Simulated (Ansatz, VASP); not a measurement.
## WC in VASP and in Ansatz

POSCAR

```
WC
1.0
    0.0000000000      2.1926840000      2.1926840000
    2.1926840000      0.0000000000      2.1926840000
    2.1926840000      2.1926840000      0.0000000000
W C
1 1
Direct
    0.0000000000      0.0000000000      0.0000000000
    0.5000000000      0.5000000000      0.5000000000
```

Contents of INCAR.step1:

```
PREC = Accurate
ENCUT = 520
ISMEAR = 0
SIGMA = 0.1
LREAL = False
LASPH = True
NELM = 80
NBANDS = 16
GGA = PE
ALGO = Normal
EDIFF = 1E-4
LWAVE = True
LCHARG = False
```

INCAR.step2

```
PREC = Accurate
ENCUT = 520
EDIFF = 1E-7
ISMEAR = 0
SIGMA = 0.1
LREAL = False
LASPH = True
NELM = 80
ALGO = Normal
ISIF = 2
LWAVE = False
LCHARG = False
METAGGA = R2SCAN
LMIXTAU = True
IVDW = 12
VDW_S6 = 1.0
VDW_S8 = 0.78981345
VDW_A1 = 0.49484001
VDW_A2 = 5.73083694
NBANDS = 16
ISTART = 1
```

Contents of KPOINTS:

```
Automatic mesh
0
Gamma
  11 11 11
```

Input for Ansatz:

```yaml
crystal:
  lattice:
    - [0.0, 2.192684, 2.192684]
    - [2.192684, 0.0, 2.192684]
    - [2.192684, 2.192684, 0.0]
  atoms:
    - { symbol: W, position: [0.0, 0.0, 0.0] }
    - { symbol: C, position: [0.5, 0.5, 0.5] }
basis:
  ecutwfc: 600.0
kpoints:
  mp_grid:
    grid: [11, 11, 11]
hamiltonian:
  xc: r2scan
  dispersion: d3bj
scf:
  convergence:
    dr2_threshold: 1.0e-09
  occupations:
    method: gaussian
    width: 0.1
output:
  stress: true
```

Alike in both runs: task single point; functional r2SCAN; dispersion D3(BJ); k mesh 11 × 11 × 11; occupations gaussian, width 0.1 eV; no spin polarisation.

```csv
,VASP,Ansatz
version,VASP 6.6.1,Ansatz 0.2.0
potentials or method,"VASP PAW PBE potentials, release 64 (W_sv, C), cutoff 520 eV","plane waves, PAW"
valence electrons in the cell,18,18
```

```csv
,VASP,Ansatz,Ansatz less VASP
pressure (GPa),-6.8,-8.4,-1.59
```

VASP's potentials were made for PBE, not for r2SCAN. Ansatz's warnings: dispersion damping borrowed, stress scf threshold loose.

Neither program's run includes spin-orbit coupling.
